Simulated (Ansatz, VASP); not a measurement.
## One calculation of Al, two programs

Contents of INCAR:

```
  ALGO = Fast
  EDIFF = 1E-7
  ENCUT = 520
  GGA = PE
  ISIF = 2
  ISMEAR = 0
  IVDW = 12
  LASPH = T
  LCHARG = F
  LREAL = F
  LWAVE = F
  NBANDS = 14
  NELM = 60
  PREC = Accurate
  SIGMA = 0.15
```

Contents of KPOINTS:

```
k-points
0
Gamma
  18 18 4
```

File POSCAR:

```
Al
1.0
    2.6174000000      0.0000000000      0.0000000000
   -1.3087000000      2.2667348919      0.0000000000
    0.0000000000      0.0000000000      8.8418000000
Al
4
Direct
    0.0000000000      0.0000000000      0.0000000000
    0.3333333333      0.6666666667      0.2500000000
    0.0000000000      0.0000000000      0.5000000000
    0.6666666667      0.3333333333      0.7500000000
```

Input for Ansatz:

```yaml
crystal:
  lattice:
    - [2.6174, 0.0, 0.0]
    - [-1.3087, 2.2667348919, 0.0]
    - [0.0, 0.0, 8.8418]
  atoms:
    - { symbol: Al, position: [0.0, 0.0, 0.0] }
    - { symbol: Al, position: [0.3333333333, 0.6666666667, 0.25] }
    - { symbol: Al, position: [0.0, 0.0, 0.5] }
    - { symbol: Al, position: [0.6666666667, 0.3333333333, 0.75] }
basis:
  ecutwfc: 420
kpoints:
  mp_grid: { grid: [18, 18, 4] }
hamiltonian:
  xc: pbe
  pseudopotentials: { kind: paw, azcp: { folder: soft_1 } }
  dispersion: d3bj
scf:
  occupations: { method: gaussian, width: 0.15 }
output:
  forces: true
  stress: true
  eigenvalues: true
```

Alike in both runs: task single point; functional PBE; dispersion D3(BJ); k mesh 18 × 18 × 4; occupations gaussian, width 0.15 eV; no spin polarisation.

|  | VASP | Ansatz |
| --- | --- | --- |
| version | VASP 6.6.1 | Ansatz 0.2.0 |
| potentials or method | VASP PAW PBE potentials, release 64 (Al), cutoff 520 eV | scalar-relativistic, plane waves, PAW |
| valence electrons in the cell | 12 | 12 |

VASP gave:

| Item | Value |
| --- | --- |
| gap on the k mesh at the Fermi level (eV) | none |
| pressure (GPa) | 24.8 |
| traceless stress, the component that is largest in VASP (GPa) | -4.41 |

Estimate Ansatz's values.

gap on the k mesh at the Fermi level (eV): none; pressure (GPa): 24.8; traceless stress, the component that is largest in VASP (GPa): -4.40.

A gap of «none» marks a metal or a gap that the smearing closes.
